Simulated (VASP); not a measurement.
A run of VASP 6.6.1 is set up as follows.

Contents of INCAR:

```
ALGO = Normal
EDIFF = 1E-6
ENCUT = 520
GGA = PE
ISIF = 2
ISMEAR = 0
ISPIN = 2
LASPH = True
LCHARG = False
LDAU = True
LDAUJ = 0 0 0
LDAUL = -1 2 -1
LDAUPRINT = 1
LDAUTYPE = 2
LDAUU = 0 3.25 0
LMAXMIX = 4
LORBIT = 11
LREAL = False
LWAVE = False
MAGMOM = 0 1 0 0 0
NBANDS = 32
NELM = 150
PREC = Accurate
SIGMA = 0.05
```

KPOINTS

```
k-points
0
Gamma
  4 4 4
```

The input POSCAR:

```
SrVO3
1.0
    3.8409000000      0.0000000000      0.0000000000
    0.0000000000      3.8409000000      0.0000000000
    0.0000000000      0.0000000000      3.8409000000
Sr V O
1 1 3
Direct
    0.5000000000      0.5000000000      0.5000000000
    0.0000000000      0.0000000000      0.0000000000
    0.5000000000      0.0000000000      0.0000000000
    0.0000000000      0.5000000000      0.0000000000
    0.0000000000      0.0000000000      0.5000000000
```

Potentials or basis: VASP PAW PBE potentials, release 64 (Sr_sv, V_sv, O).

Launch:

```console
$ cat potpaw_PBE.64/Sr_sv/POTCAR potpaw_PBE.64/V_sv/POTCAR potpaw_PBE.64/O/POTCAR > POTCAR
$ mpirun -np 1 vasp_std > vasp.out
```

What does it give for the band gap on the k mesh?

Zero (filled and empty bands overlap).

What does it give for the site moments?

Sr -0.00; V +1.09; O -0.04 μB.

Estimate the net moment.

1.00 μB per cell.

What does it give for the pressure?

8.4 GPa.

Eigenvalues of the final occupation matrices:
| site | spin | trace | eigenvalues |
| --- | --- | --- | --- |
| site 2 d | 1 | 1.98 | 0.31 0.31 0.45 0.45 0.45 |
| site 2 d | 2 | 0.91 | 0.11 0.11 0.11 0.29 0.29 |

Caveat: the k points lie up to 0.41 Å⁻¹ apart. The state reached can hang on the start; a lower one may exist.
